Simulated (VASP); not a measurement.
# Si (Imma) in VASP: a series of runs

Runs on Si. Level: PBE. Tasks: electric field gradients.

Program: VASP 6.6.1. These are calculated values, not measurements. Logs are shortened: lines on timing, memory, paths and dates and some standing lists are left out, and cuts for length are marked.

### 1 The cell of the first run

It takes space group Imma (No. 74, orthorhombic). Conventional cell: a = 4.517 Å, b = 4.753 Å, c = 2.558 Å, α = 90.00°, β = 90.00°, γ = 90.00°. Within 3.2 Å of Si (site symmetry mm2) lie 8 Si at 2.39 to 2.75 Å.

### 2 Electric field gradients, PBE (volume scaled by 1.01)

Input file INCAR:

```
PREC     = Accurate       # precision mode
ENCUT    = 520            # plane-wave cutoff, eV
EDIFF    = 1E-8           # SCF threshold, eV
ISMEAR   = -1             # smearing method
SIGMA    = 0.05           # smearing width, eV
LREAL    = F              # projectors in reciprocal space
LASPH    = T              # aspherical terms in the spheres
NELM     = 80             # most SCF steps
ALGO     = Normal         # electronic algorithm
ISIF     = 2              # what is computed and relaxed
LWAVE    = F              # write WAVECAR
LCHARG   = F              # write CHGCAR
GGA      = PE             # functional
LEFG     = T            
NBANDS   = 11             # bands
```

Input file KPOINTS:

```
regular mesh
0
Gamma
  16 16 16
```

Input file POSCAR:

```
Si
1.0
   -2.2584784602      2.3763688286      1.2792359115
    2.2584784602     -2.3763688286      1.2792359115
    2.2584784602      2.3763688286     -1.2792359115
Si
2
Direct
    0.8070000000      0.5570000000      0.2500000000
    0.1930000000      0.4430000000      0.7500000000
```

Potentials or basis: VASP PAW PBE potentials, release 64 (Si).

Run with:

```
$ cat potpaw_PBE.64/Si/POTCAR > POTCAR
$ mpirun -np 1 vasp_std > vasp.out
```

OUTCAR:

```text
PREC = Accurate
   ENCUT = 520
   EDIFF = 1E-8
   ISMEAR = -1
   LREAL = F
   LASPH = T
   NELM = 80
   ISIF = 2
   GGA = PE

 ion  position               nearest neighbor table
   1  0.807  0.557  0.250-   2 2.39   2 2.39   2 2.46   2 2.46   2 2.75   2 2.75
   2  0.193  0.443  0.750-   1 2.39   1 2.39   1 2.46   1 2.46   1 2.75   1 2.75

  LATTYP: Found a body centered orthorhombic cell.
 ALAT       =     2.5584718230
 B/A-ratio  =     1.7654901961
 C/A-ratio  =     1.8576470589

  Lattice vectors:

 A1 = (   2.2584784602,  -2.3763688286,   1.2792359115)
 A2 = (  -2.2584784602,  -2.3763688286,  -1.2792359115)
 A3 = (   2.2584784602,   2.3763688286,  -1.2792359115)

Analysis of symmetry for initial positions (statically):
=====================================================================
 Subroutine PRICEL returns:
 Original cell was already a primitive cell.

 Routine SETGRP: Setting up the symmetry group for a
 body centered orthorhombic supercell.

 Subroutine GETGRP returns: Found  8 space group operations
 (whereof  4 operations were pure point group operations)
 out of a pool of  8 trial point group operations.

The static configuration has the point symmetry C_2h.
 The point group associated with its full space group is D_2h.

Analysis of symmetry for dynamics (positions and initial velocities):
=====================================================================
 Subroutine PRICEL returns:
 Original cell was already a primitive cell.

 Routine SETGRP: Setting up the symmetry group for a
 body centered orthorhombic supercell.

 Subroutine GETGRP returns: Found  8 space group operations
 (whereof  4 operations were pure point group operations)
 out of a pool of  8 trial point group operations.

The dynamic configuration has the point symmetry C_2h.
 The point group associated with its full space group is D_2h.

 Subroutine INISYM returns: Found  8 space group operations
 (whereof  4 operations are pure point group operations),
 and found     1 'primitive' translations

----------------------------------------------------------------------------------------

                                     Primitive cell

  volume of cell :      27.4625

  direct lattice vectors                    reciprocal lattice vectors
    -2.258478460  2.376368829  1.279235912     0.000000000  0.210405049  0.390858321
     2.258478460 -2.376368829  1.279235912     0.221387987  0.000000000  0.390858321
     2.258478460  2.376368829 -1.279235912     0.221387987  0.210405049  0.000000000

  length of vectors
     3.519133172  3.519133172  3.519133172     0.443892455  0.449202479  0.305422536

  position of ions in fractional coordinates (direct lattice)
     0.807000000  0.557000000  0.250000000
     0.193000000  0.443000000  0.750000000

  ion indices of the primitive-cell ions
   primitive index   ion index
                 1           1
                 2           2

----------------------------------------------------------------------------------------

 KPOINTS: regular mesh

Automatic generation of k-mesh.
 Grid dimensions read from file:
 generate k-points for:   16   16   16

 Generating k-lattice:

  Cartesian coordinates                     Fractional coordinates (reciprocal lattice)
     0.000000000  0.013150316  0.024428645     0.062500000  0.000000000  0.000000000
     0.013836749  0.000000000  0.024428645     0.000000000  0.062500000 -0.000000000
     0.013836749  0.013150316  0.000000000     0.000000000 -0.000000000  0.062500000

  Length of vectors
     0.027743278  0.028075155  0.019088908

  Shift w.r.t. Gamma in fractional coordinates (k-lattice)
     0.000000000  0.000000000  0.000000000

 Subroutine IBZKPT returns following result:
 ===========================================

[... 36 lines left out ...]
   NGXF,Y,Z  is equivalent  to a cutoff of  26.45, 26.45, 26.45 a.u.
 SYSTEM =  unknown system
   PREC   = accura    normal or accurate (medium, high low for compatibility)
   ISTART =      0    job   : 0-new  1-cont  2-samecut
   ICHARG =      2    charge: 1-file 2-atom 10-const
   ISPIN  =      1    spin polarized calculation?
   LNONCOLLINEAR =      F non collinear calculations
   LSORBIT =      F    spin-orbit coupling
   LASPH  =      T    aspherical Exc in radial PAW
   ENCUT  =  520.0 eV  38.22 Ry    6.18 a.u.   6.54  6.54  6.54*2*pi/ulx,y,z
   NELM   =     80;   NELMIN=  2; NELMDL= -5     # of ELM steps
   EDIFF  = 0.1E-07   stopping-criterion for ELM
   LREAL  =      F    real-space projection
   EDIFFG = 0.1E-06   stopping-criterion for IOM
   NSW    =      0    number of steps for IOM
   IBRION =     -1    ionic relax: 0-MD 1-quasi-New 2-CG
   NFREE  =      0    steps in history (QN), initial steepest desc. (CG)
   ISIF   =      2    stress and relaxation
   ISYM   =      2    0-nonsym 1-usesym 2-fastsym
   POTIM  = 0.5000    time-step for ionic-motion
   TEBEG  =    0.0;   TEEND  =   0.0 temperature during run
   PSTRESS=    0.0 pullay stress
   NELECT =       8.0000    total number of electrons
   NUPDOWN=      -1.0000    fix difference up-down
   EMIN   =  10.00;   EMAX   =-10.00  energy-range for DOS
   EFERMI =   0.00;   METHOD = LEGACY
   ISMEAR =    -1;   SIGMA  =   0.05  broadening in eV -4-tet -1-fermi 0-gaus
   EFERMI_NEDOS =   21; number of points for ismear=-14 and -15
   IALGO  =     38    algorithm
   IMIX   =      4    mixing-type and parameters
     AMIX     =   0.40;   BMIX     =  1.00
     AMIX_MAG =   1.60;   BMIX_MAG =  1.00
  volume/ion in A,a.u.               =      13.73        92.66
  Fermi-wavevector in a.u.,A,eV,Ry     =   1.085237  2.050801 16.024123  1.177740
  Thomas-Fermi vector in A             =   2.221346
   LORBIT       =      0    0 simple, 1 ext, 2 COOP (PROOUT), +10 PAW based schemes
   GGA     = PE    functional components
   LHFCALC =     F    Hartree Fock is set to
   AEXX    =    0.0000 exact exchange contribution
   IVDW    =     0    specifies the selected vdW correction
   LEPSILON=     F    determine dielectric tensor
   LRPA    =     F    only Hartree local field effects (RPA)
 non-spin polarized calculation
  energy-cutoff  :      520.00
  volume of cell :       27.46
 maximum number of plane-waves:       765
 NGX is ok and might be reduce to    28
   NGX = 13   NGY = 13   NGZ = 13

 number of electron       8.0000000 magnetization

 Free energy of the ion-electron system (eV)
  ---------------------------------------------------
  ext. energy  EPLUGINS =         0.00000000
  ---------------------------------------------------
  free energy    TOTEN  =       -10.13279216 eV

  energy without entropy =      -10.12671203  energy(sigma->0) =      -10.12975210

 E-fermi :  10.5491     XC(G=0): -11.3352

 val. band max:       10.5407855808   @ k =  -0.4375   0.1875   0.0625
 cond. band min:      10.5516370904   @ k =  -0.1875  -0.0625   0.0625
 fundamental gap:      0.0108515096
 Fermi energy:        10.5490738204

 k-point     1 :       0.0000    0.0000    0.0000
  band No.  band energies     occupation
      1      -4.1624      2.00000
      2       7.6030      2.00000
      3       8.0867      2.00000
      4       8.8636      2.00000
      5      11.6863      0.00000
      6      18.3012      0.00000
      7      19.6225      0.00000
      8      20.4993      0.00000
      9      21.0768      0.00000
     10      21.2206      0.00000
     11      22.5502      0.00000
[... 309 lines left out ...]
 k-point    24 :      -0.1250    0.0625    0.0000
  band No.  band energies     occupation
      1      -3.9490      2.00000
      2       6.4762      2.00000
      3       7.8203      2.00000
      4      10.0322      1.99994
      5      12.6377      0.00000
      6      16.4784      0.00000
      7      18.7019      0.00000
      8      19.9132      0.00000
      9      20.4756      0.00000
     10      21.5322      0.00000
     11      22.9814      0.00000

 [... further k-points ...]

------------------------ aborting loop because EDIFF is reached ----------------------------------------

  FORCE on cell =-STRESS in cart. coord.  units (eV):
  Direction    XX          YY          ZZ          XY          YZ          ZX
  --------------------------------------------------------------------------------------
  -------------------------------------------------------------------------------------
  Total        2.2487266      2.6541580      2.2807659      0.0000000      0.0000000      0.0000000
  in kB      131.1918362    154.8449077    133.0610259      0.0000000      0.0000000      0.0000000
  external PRESSURE =     139.6992566 kB  Pullay stress =       0.0000000 kB

 VOLUME and BASIS-vectors are now :
 -----------------------------------------------------------------------------
  energy-cutoff  :      520.00
  volume of cell :       27.46
      direct lattice vectors                 reciprocal lattice vectors
    -2.258478460  2.376368829  1.279235912     0.000000000  0.210405049  0.390858321
     2.258478460 -2.376368829  1.279235912     0.221387987  0.000000000  0.390858321
     2.258478460  2.376368829 -1.279235912     0.221387987  0.210405049  0.000000000

 POSITION                                       TOTAL-FORCE (eV/Angst)
 -----------------------------------------------------------------------------------
      0.00000      1.18818      1.42507         0.000000     -0.000000      0.008576
      2.25848      1.18818     -0.14583        -0.000000      0.000000     -0.008576
 -----------------------------------------------------------------------------------
    total drift:                                0.000000     -0.000000     -0.000000

  FREE ENERGIE OF THE ION-ELECTRON SYSTEM (eV)
  ---------------------------------------------------
  free  energy   TOTEN  =       -10.1327921599 eV

  energy  without entropy=      -10.1267120344  energy(sigma->0) =      -10.12975210

 Electric field gradients (V/A^2)
---------------------------------------------------------------------
 ion       V_xx      V_yy      V_zz      V_xy      V_xz      V_yz
---------------------------------------------------------------------
   1       9.773   -26.029    16.256    -0.000    -0.000    -0.000
   2       9.773   -26.029    16.256    -0.000    -0.000    -0.000
---------------------------------------------------------------------

 Electric field gradients after diagonalization (V/A^2)
 (convention: |V_zz| > |V_xx| > |V_yy|)
----------------------------------------------------------------------
 ion       V_xx      V_yy      V_zz     asymmetry (V_yy - V_xx)/ V_zz
----------------------------------------------------------------------
   1      16.256     9.773   -26.029       0.249
   2      16.256     9.773   -26.029       0.249
----------------------------------------------------------------------

           NMR quadrupolar parameters

 Cq : quadrupolar parameter    Cq=e*Q*V_zz/h
 eta: asymmetry parameters     (V_yy - V_xx)/ V_zz
 Q  : nuclear electric quadrupole moment in mb (millibarn)
----------------------------------------------------------------------
 ion       Cq(MHz)       eta       Q (mb)
----------------------------------------------------------------------
   1      -0.063       0.249       1.000
   2      -0.063       0.249       1.000
----------------------------------------------------------------------
```

It took 2.2 min on 1 thread of Intel Xeon 6975P-C, shared host; peak memory 0.27 GiB.

What came out:

* Free energy: -10.1328 eV
* Pressure: 14.0 GPa
* Largest force: 0.009 eV/Å
* Band gap on the k mesh: zero (band 4 reaches 13.51 eV, above the bottom of band 5 at 6.15 eV)

Forces in eV/Å, atoms in the order of the input:
```
Si   0.000  0.000  0.009
Si   0.000  0.000 -0.009
```

Stress tensor (GPa, compression positive):
```
13.12  0.00  0.00
 0.00 15.48  0.00
 0.00  0.00 13.31
```

Electric field gradients, principal values (V/Å²):
| atom | least | middle | greatest (by size) |
| --- | --- | --- | --- |
| 1 Si | 9.773 | 16.256 | -26.029 |
| 2 Si | 9.773 | 16.256 | -26.029 |

Caveat: without QUAD_EFG the Cq values of the log hold for a quadrupole moment of 1 mb, not for the nuclei.

### 3 Electric field gradients, PBE (volume scaled by 1.04)

Input file INCAR:

```
SYSTEM = Si
PREC = Accurate
ENCUT = 520
EDIFF = 1E-8
ISMEAR = -1
SIGMA = 0.05
LREAL = .FALSE.
LASPH = .TRUE.
NELM = 80
ALGO = Normal
ISIF = 2
LWAVE = .FALSE.
LCHARG = .FALSE.
GGA = PE
LEFG = .TRUE.
NBANDS = 11
```

Input file KPOINTS:

```
Automatic mesh
0
G
  16 16 16
  0 0 0
```

Input file POSCAR:

```
Si
1.0
   -2.2806218180      2.3996680480      1.2917782399
    2.2806218180     -2.3996680480      1.2917782399
    2.2806218180      2.3996680480     -1.2917782399
Si
2
Direct
    0.8070000000      0.5570000000      0.2500000000
    0.1930000000      0.4430000000      0.7500000000
```

Potentials or basis: VASP PAW PBE potentials, release 64 (Si).

Run with:

```
$ cat potpaw_PBE.64/Si/POTCAR > POTCAR
$ mpirun -np 1 vasp_std > vasp.out
```

OUTCAR:

```text
SYSTEM = Si
   PREC = Accurate
   ENCUT = 520
   EDIFF = 1E-8
   ISMEAR = -1
   LREAL = .FALSE.
   LASPH = .TRUE.
   NELM = 80
   ISIF = 2
   GGA = PE

 ion  position               nearest neighbor table
   1  0.807  0.557  0.250-   2 2.42   2 2.42   2 2.49   2 2.49   2 2.78   2 2.78
   2  0.193  0.443  0.750-   1 2.42   1 2.42   1 2.49   1 2.49   1 2.78   1 2.78

  LATTYP: Found a body centered orthorhombic cell.
 ALAT       =     2.5835564798
 B/A-ratio  =     1.7654901960
 C/A-ratio  =     1.8576470588

  Lattice vectors:

 A1 = (   2.2806218180,  -2.3996680480,   1.2917782399)
[... 551 lines left out ...]
  free  energy   TOTEN  =       -10.1919636911 eV

  energy  without entropy=      -10.1858439534  energy(sigma->0) =      -10.18890382

 Electric field gradients (V/A^2)
---------------------------------------------------------------------
 ion       V_xx      V_yy      V_zz      V_xy      V_xz      V_yz
---------------------------------------------------------------------
   1       9.393   -25.293    15.900    -0.000    -0.000    -0.000
   2       9.393   -25.293    15.900    -0.000    -0.000    -0.000
---------------------------------------------------------------------

 Electric field gradients after diagonalization (V/A^2)
 (convention: |V_zz| > |V_xx| > |V_yy|)
----------------------------------------------------------------------
 ion       V_xx      V_yy      V_zz     asymmetry (V_yy - V_xx)/ V_zz
----------------------------------------------------------------------
   1      15.900     9.393   -25.293       0.257
   2      15.900     9.393   -25.293       0.257
----------------------------------------------------------------------

           NMR quadrupolar parameters

 Cq : quadrupolar parameter    Cq=e*Q*V_zz/h
 eta: asymmetry parameters     (V_yy - V_xx)/ V_zz
 Q  : nuclear electric quadrupole moment in mb (millibarn)
----------------------------------------------------------------------
 ion       Cq(MHz)       eta       Q (mb)
----------------------------------------------------------------------
   1      -0.061       0.257       1.000
   2      -0.061       0.257       1.000
----------------------------------------------------------------------
```

stdout:

```text
POSCAR found type information on POSCAR Si
 POSCAR found :  1 types and       2 ions
 scaLAPACK will be used
 LDA part: xc-table for (Slater+PW92), standard interpolation
 POSCAR, INCAR and KPOINTS ok, starting setup
 FFT: planning ... GRIDC
 FFT: planning ... GRID_SOFT
 FFT: planning ... GRID
 WAVECAR not read
 entering main loop
ion   1

ion   2
```

Wall time 2.5 min (1 thread of Intel Xeon 6975P-C, shared host); peak memory 0.27 GiB.

What came out:

```
Free energy            : -10.1920 eV
Pressure               : 9.4 GPa
Largest force          : 0.034 eV/Å
Band gap on the k mesh : zero (band 4 reaches 13.06 eV, above the bottom of band 5 at 5.89 eV)
```

Forces in eV/Å, atoms in the order of the input:
```
Si   0.000  0.000  0.034
Si   0.000  0.000 -0.034
```

Electric field gradients, principal values (V/Å²):
```
atom  least  middle  greatest (by size)
1 Si  9.393  15.900             -25.293
2 Si  9.393  15.900             -25.293
```

Caveat: without QUAD_EFG the Cq values of the log hold for a quadrupole moment of 1 mb, not for the nuclei.

(Part 1 of 2 ends here.)
